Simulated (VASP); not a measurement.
# CaO (Pm-3m) in VASP: G0W0 quasiparticle levels with PBE

Aim: the G0W0 quasiparticle levels of CaO with PBE.

Everything below comes from runs of VASP 6.6.1. Logs are shortened: lines on timing, memory, paths and dates and some standing lists are left out, and cuts for length are marked.

**1. The cell of the first run**

Symmetry: Pm-3m, No. 221, cubic system. Conventional cell: a = 2.903 Å, b = 2.903 Å, c = 2.903 Å, α = 90.00°, β = 90.00°, γ = 90.00°. Ca (site symmetry m-3m) has 8 O at 2.51 Å and 6 Ca at 2.90 Å within 3.3 Å. Within 3.3 Å of O (site symmetry m-3m) lie 8 Ca at 2.51 Å and 6 O at 2.90 Å.

**2. G0W0 quasiparticle levels, PBE**

The input, POSCAR:

```
CaO
1.0
    2.9032089672      0.0000000000      0.0000000000
    0.0000000000      2.9032089672      0.0000000000
    0.0000000000      0.0000000000      2.9032089672
Ca O
1 1
Direct
    0.0000000000      0.0000000000      0.0000000000
    0.5000000000      0.5000000000      0.5000000000
```

The input, INCAR.step1:

```
ALGO = Normal ; EDIFF = 1E-8
ENCUT = 500 ; GGA = PE
ISMEAR = 0 ; LASPH = True
LCHARG = False ; LREAL = False
LWAVE = True ; NELM = 60
PREC = Accurate ; SIGMA = 0.01
```

The input, INCAR.step2:

```
ALGO = Exact ; EDIFF = 1E-8
ENCUT = 500 ; GGA = PE
ISMEAR = 0 ; ISTART = 1
LASPH = True ; LCHARG = False
LOPTICS = True ; LREAL = False
LWAVE = True ; NBANDS = 63
NELM = 1 ; PREC = Accurate
SIGMA = 0.01
```

The input, INCAR.step3:

```
ALGO = EVGW0 ; EDIFF = 1E-8
ENCUT = 500 ; ENCUTGW = 100.0
GGA = PE ; ISMEAR = 0
ISTART = 1 ; LASPH = True
LCHARG = False ; LREAL = False
LWAVE = False ; NBANDS = 63
NBANDSGW = 16 ; NELMGW = 1
NOMEGA = 96 ; OMEGAMAX = 30
PREC = Accurate ; PRECFOCK = Fast
SIGMA = 0.01
```

The input, KPOINTS:

```
k-points
0
Gamma
  6 6 6
```

Potentials or basis: VASP PAW PBE potentials, release 64 (Ca_sv_GW, O_GW).

Started as:

```sh
cat potpaw_PBE.64/Ca_sv_GW/POTCAR potpaw_PBE.64/O_GW/POTCAR > POTCAR
cp INCAR.step1 INCAR
mpirun -np 1 vasp_std > vasp.out
cp INCAR.step2 INCAR
mpirun -np 1 vasp_std > vasp.out
cp INCAR.step3 INCAR
mpirun -np 1 vasp_std > vasp.out
```

OUTCAR:

```text
EDIFF = 1E-8
   ENCUT = 500
   ENCUTGW = 100.0
   GGA = PE
   ISMEAR = 0
   ISTART = 1
   LASPH = True
   LREAL = False
   NELMGW = 1
   PREC = Accurate
   PRECFOCK = Fast

 ion  position               nearest neighbor table
   1  0.000  0.000  0.000-   2 2.51   2 2.51   2 2.51   2 2.51   2 2.51   2 2.51   2 2.51   2 2.51

   2  0.500  0.500  0.500-   1 2.51   1 2.51   1 2.51   1 2.51   1 2.51   1 2.51   1 2.51   1 2.51

  LATTYP: Found a simple cubic cell.
 ALAT       =     2.9032089672

  Lattice vectors:

 A1 = (   2.9032089672,   0.0000000000,   0.0000000000)
 A2 = (   0.0000000000,   2.9032089672,   0.0000000000)
 A3 = (   0.0000000000,   0.0000000000,   2.9032089672)

Analysis of symmetry for initial positions (statically):
=====================================================================
 Subroutine PRICEL returns:
 Original cell was already a primitive cell.

 Routine SETGRP: Setting up the symmetry group for a
 simple cubic supercell.

 Subroutine GETGRP returns: Found 48 space group operations
 (whereof 48 operations were pure point group operations)
 out of a pool of 48 trial point group operations.

The static configuration has the point symmetry O_h .

Analysis of symmetry for dynamics (positions and initial velocities):
=====================================================================
 Subroutine PRICEL returns:
 Original cell was already a primitive cell.

 Routine SETGRP: Setting up the symmetry group for a
 simple cubic supercell.

 Subroutine GETGRP returns: Found 48 space group operations
 (whereof 48 operations were pure point group operations)
 out of a pool of 48 trial point group operations.

The dynamic configuration has the point symmetry O_h .

 Subroutine INISYM returns: Found 48 space group operations
 (whereof 48 operations are pure point group operations),
 and found     1 'primitive' translations

----------------------------------------------------------------------------------------

                                     Primitive cell

  volume of cell :      24.4701

  direct lattice vectors                    reciprocal lattice vectors
     2.903208967  0.000000000  0.000000000     0.344446442  0.000000000  0.000000000
     0.000000000  2.903208967  0.000000000     0.000000000  0.344446442  0.000000000
     0.000000000  0.000000000  2.903208967     0.000000000  0.000000000  0.344446442

  length of vectors
     2.903208967  2.903208967  2.903208967     0.344446442  0.344446442  0.344446442

  position of ions in fractional coordinates (direct lattice)
     0.000000000  0.000000000  0.000000000
     0.500000000  0.500000000  0.500000000

  ion indices of the primitive-cell ions
   primitive index   ion index
                 1           1
                 2           2

----------------------------------------------------------------------------------------

 KPOINTS: k-points

Automatic generation of k-mesh.
 Grid dimensions read from file:
 generate k-points for:    6    6    6

 Generating k-lattice:

  Cartesian coordinates                     Fractional coordinates (reciprocal lattice)
     0.057407740  0.000000000  0.000000000     0.166666667  0.000000000  0.000000000
     0.000000000  0.057407740  0.000000000     0.000000000  0.166666667  0.000000000
     0.000000000  0.000000000  0.057407740     0.000000000  0.000000000  0.166666667

  Length of vectors
     0.057407740  0.057407740  0.057407740

  Shift w.r.t. Gamma in fractional coordinates (k-lattice)
     0.000000000  0.000000000  0.000000000

 Subroutine IBZKPT returns following result:
 ===========================================

 Found     20 irreducible k-points:

 Following reciprocal coordinates:
            Coordinates               Weight
  0.000000  0.000000  0.000000      1.000000
  0.166667  0.000000  0.000000      6.000000
  0.333333  0.000000  0.000000      6.000000
  0.500000  0.000000  0.000000      3.000000
  0.166667  0.166667  0.000000     12.000000
  0.333333  0.166667  0.000000     24.000000
[... 12 lines left out ...]
  0.500000  0.500000  0.333333      6.000000
  0.500000  0.500000  0.500000      1.000000
   k-points           NKPTS =     20   k-points in BZ     NKDIM =    216   number of bands    NBANDS=     63
   number of dos      NEDOS =    301   number of ions     NIONS =      2
   total plane-waves  NPLWV =  13824
   dimension x,y,z NGX =    24 NGY =   24 NGZ =   24
   dimension x,y,z NGXF=    48 NGYF=   48 NGZF=   48
   ions per type =               1   1
   NGX,Y,Z   is equivalent  to a cutoff of  13.74, 13.74, 13.74 a.u.
   NGXF,Y,Z  is equivalent  to a cutoff of  27.49, 27.49, 27.49 a.u.
 SYSTEM =  unknown system
   PREC   = accura    normal or accurate (medium, high low for compatibility)
   ISTART =      1    job   : 0-new  1-cont  2-samecut
   ICHARG =      0    charge: 1-file 2-atom 10-const
   ISPIN  =      1    spin polarized calculation?
   LNONCOLLINEAR =      F non collinear calculations
   LSORBIT =      F    spin-orbit coupling
   LASPH  =      T    aspherical Exc in radial PAW
   ENCUT  =  500.0 eV  36.75 Ry    6.06 a.u.   5.29  5.29  5.29*2*pi/ulx,y,z
   NELM   =     60;   NELMIN=  2; NELMDL=  0     # of ELM steps
   EDIFF  = 0.1E-07   stopping-criterion for ELM
   LREAL  =      F    real-space projection
   EDIFFG = 0.1E-06   stopping-criterion for IOM
   NSW    =      0    number of steps for IOM
   IBRION =     -1    ionic relax: 0-MD 1-quasi-New 2-CG
   NFREE  =      0    steps in history (QN), initial steepest desc. (CG)
   ISIF   =      0    stress and relaxation
   ISYM   =      3    0-nonsym 1-usesym 2-fastsym
   POTIM  = 0.5000    time-step for ionic-motion
   TEBEG  =    0.0;   TEEND  =   0.0 temperature during run
   PSTRESS=    0.0 pullay stress
   NELECT =      16.0000    total number of electrons
   NUPDOWN=      -1.0000    fix difference up-down
   EMIN   =  10.00;   EMAX   =-10.00  energy-range for DOS
   EFERMI =   0.00;   METHOD = LEGACY
   ISMEAR =     0;   SIGMA  =   0.01  broadening in eV -4-tet -1-fermi 0-gaus
   EFERMI_NEDOS =   21; number of points for ismear=-14 and -15
   IALGO  =     38    algorithm
   IMIX   =      4    mixing-type and parameters
     AMIX     =   0.40;   BMIX     =  1.00
     AMIX_MAG =   1.60;   BMIX_MAG =  1.00
  volume/ion in A,a.u.               =      12.24        82.57
  Fermi-wavevector in a.u.,A,eV,Ry     =   1.420921  2.685151 27.470378  2.019016
  Thomas-Fermi vector in A             =   2.541785
   LORBIT       =      0    0 simple, 1 ext, 2 COOP (PROOUT), +10 PAW based schemes
   GGA     = PE    functional components
   LHFCALC =     T    Hartree Fock is set to
   PRECFOCK=fast      Normal, Fast or Accurate (Low or Medium for compatibility)
   ENCUT4O =  -1.0   cutoff for four orbital integrals eV
   NKREDX  =     1    reduce k-point grid by
   NKREDY  =     1    reduce k-point grid by
   NKREDZ  =     1    reduce k-point grid by
   AEXX    =    1.0000 exact exchange contribution
   HFSCREEN=    0.0000 screening length (either q_TF or 0.3 A-1)
   HFSCREENC=   0.0000 screening length for correlation (either q_TF or 0.3 A-1)
   ENCUTFOCK=  -1.0 apply spherical cutoff to Coloumb kernel
   IVDW    =     0    specifies the selected vdW correction
   LEPSILON=     F    determine dielectric tensor
   LRPA    =     F    only Hartree local field effects (RPA)
   LRPAFORCE           =     F    calculate RPA forces
   ENCUTGW             = 100.0    cutoff for response function in eV
   ENCUTGWSOFT         =  80.0    soft cutoff for Coulomb kernel in GW response function in eV
   ENCUTLF             =  -1.0    cutoff for local field effects
   NELMGW              =     1    number of iterations in solving QP/BSE equation
   NELMHF              =     1    number of iterations in the inner HF iteration
   NKREDLFX            =     1    NKREDLFY  =   1   NKREDLFZ  =   1
 non-spin polarized calculation
 Gauss-broadening in eV      SIGMA  =   0.01
  energy-cutoff  :      500.00
  volume of cell :       24.47
 maximum number of plane-waves:       632
 NGX is ok and might be reduce to    24
  NGX = 12; NGY = 12; NGZ = 12
   NGX = 11   NGY = 11   NGZ = 11
 maximum number of plane-waves:        61
 NGX is ok and might be reduce to    10

 QP shifts <psi_nk| G(iteration)W_0 |psi_nk>: iteration 1
 for sc-GW calculations column KS-energies equals QP-energies in previous step
 and V_xc(KS)=  KS-energies - (<T + V_ion + V_H > + <T+V_H+V_ion>^1  + <V_x>^1)

 k-point   1 :       0.0000    0.0000    0.0000
  band No.  KS-energies  QP-energies   sigma(KS)   V_xc(KS)     V^pw_x(r,r')   Z            occupation Imag(sigma)

      1     -32.5268     -33.9886     -22.9305     -20.5381     -34.3382       0.6111       2.0000       0.6704
      2     -12.9697     -14.8593     -22.8115     -20.2625     -28.1664       0.7413       2.0000       0.1968
      3     -12.9697     -14.8593     -22.8115     -20.2625     -28.1664       0.7413       2.0000       0.1968
      4     -12.9697     -14.8593     -22.8115     -20.2625     -28.1664       0.7413       2.0000       0.1968
      5      -9.6792     -11.1868     -21.2964     -18.9625     -30.4816       0.6460       2.0000       0.7202
      6       6.4578       5.8707     -20.0818     -19.3020     -24.5063       0.7531       2.0000       0.1029
[... 8 lines left out ...]
     15      25.9928      28.4204     -10.4788     -13.2964      -5.0837       0.8616       0.0000      -0.7671
     16      25.9928      28.4204     -10.4788     -13.2964      -5.0837       0.8616       0.0000      -0.7671

 k-point   2 :       0.1667    0.0000    0.0000
  band No.  KS-energies  QP-energies   sigma(KS)   V_xc(KS)     V^pw_x(r,r')   Z            occupation Imag(sigma)

      1     -32.4850     -33.9532     -22.9702     -20.5733     -34.3635       0.6125       2.0000       0.6620
      2     -13.4128     -15.2313     -22.2508     -19.7472     -28.0186       0.7263       2.0000       0.2683
      3     -12.9385     -14.8281     -22.8385     -20.2939     -28.1843       0.7426       2.0000       0.1908
      4     -12.9385     -14.8281     -22.8385     -20.2939     -28.1843       0.7426       2.0000       0.1908
      5      -9.3318     -10.8944     -21.7790     -19.4162     -30.5859       0.6613       2.0000       0.6795
      6       5.2745       4.5421     -18.4538     -17.4748     -22.6250       0.7481       2.0000       0.1141
[... 8 lines left out ...]
     15      24.4818      26.1389      -9.5716     -11.4984      -4.3623       0.8600       0.0000      -0.6399
     16      25.1578      27.4978     -11.9097     -14.6265      -6.0841       0.8613       0.0000      -0.9139

 k-point   3 :       0.3333    0.0000    0.0000
  band No.  KS-energies  QP-energies   sigma(KS)   V_xc(KS)     V^pw_x(r,r')   Z            occupation Imag(sigma)

      1     -32.4001     -33.8754     -23.0514     -20.6464     -34.4167       0.6134       2.0000       0.6449
      2     -14.1461     -15.8793     -21.5128     -19.0698     -27.7455       0.7095       2.0000       0.3667
      3     -12.8753     -14.7587     -22.8939     -20.3585     -28.2207       0.7428       2.0000       0.1783
      4     -12.8753     -14.7587     -22.8939     -20.3585     -28.2207       0.7428       2.0000       0.1783
      5      -8.7486     -10.3625     -22.4369     -20.0562     -30.8533       0.6779       2.0000       0.6309
      6       3.6416       2.7258     -17.2417     -15.9875     -21.6773       0.7301       2.0000       0.1572
[... 314 lines left out ...]
      1     -32.0966     -33.6429     -23.3648     -20.8950     -34.6056       0.6261       2.0000       0.6440
      2     -13.7598     -15.6377     -22.1420     -19.5688     -27.6347       0.7298       2.0000       0.2072
      3     -13.7598     -15.6377     -22.1420     -19.5688     -27.6347       0.7298       2.0000       0.2072
      4     -13.4744     -15.3485     -22.3805     -19.8279     -27.8026       0.7342       2.0000       0.1829
      5      -8.6032     -10.2010     -22.3422     -19.9599     -31.2915       0.6708       2.0000       0.6490
      6       3.6442       2.7998     -17.4932     -16.3346     -22.0362       0.7289       2.0000       0.1573
[... 8 lines left out ...]
     15      19.8820      20.8299     -11.0546     -12.2447      -5.7362       0.7965       0.0000      -0.3551
     16      20.8042      22.4635     -12.0106     -14.1143      -6.1587       0.7887       0.0000      -0.6126

 k-point  20 :       0.5000    0.5000    0.5000
  band No.  KS-energies  QP-energies   sigma(KS)   V_xc(KS)     V^pw_x(r,r')   Z            occupation Imag(sigma)

      1     -32.0602     -33.6138     -23.4022     -20.9243     -34.6290       0.6270       2.0000       0.6436
      2     -13.7040     -15.5715     -22.1932     -19.6349     -27.6609       0.7300       2.0000       0.1881
      3     -13.7040     -15.5715     -22.1932     -19.6349     -27.6609       0.7300       2.0000       0.1881
      4     -13.7040     -15.5715     -22.1932     -19.6349     -27.6609       0.7300       2.0000       0.1881
      5      -8.4590     -10.0544     -22.5145     -20.1285     -31.4392       0.6687       2.0000       0.6339
      6       3.3399       2.4944     -17.1445     -15.9783     -21.7004       0.7249       2.0000       0.1691
[... 8 lines left out ...]
     15      19.3305      20.1310     -10.2242     -11.2107      -5.0670       0.8115       0.0000      -0.3033
     16      19.3305      20.1310     -10.2242     -11.2107      -5.0670       0.8115       0.0000      -0.3033
```

Run time: 3.9 min. Hardware: 1 thread of Intel Xeon Platinum 8259CL at 2.50GHz (Skylake/Cascade Lake), shared host; peak memory 0.37 GiB.

Results:

| Quantity | Value |
| --- | --- |
| Quasiparticle gap | 4.92 eV |
| Least direct quasiparticle gap | 5.29 eV |
| Band gap of the starting levels on the mesh | 2.77 eV |
| Least direct gap of the starting levels on the mesh | 3.08 eV |

Caveat: the k points lie up to 0.36 Å⁻¹ apart; bands, screening cutoff and mesh are small and nothing is extrapolated, so the quasiparticle values aren't converged; the structure was generated, so it needn't be the stable form of CaO.
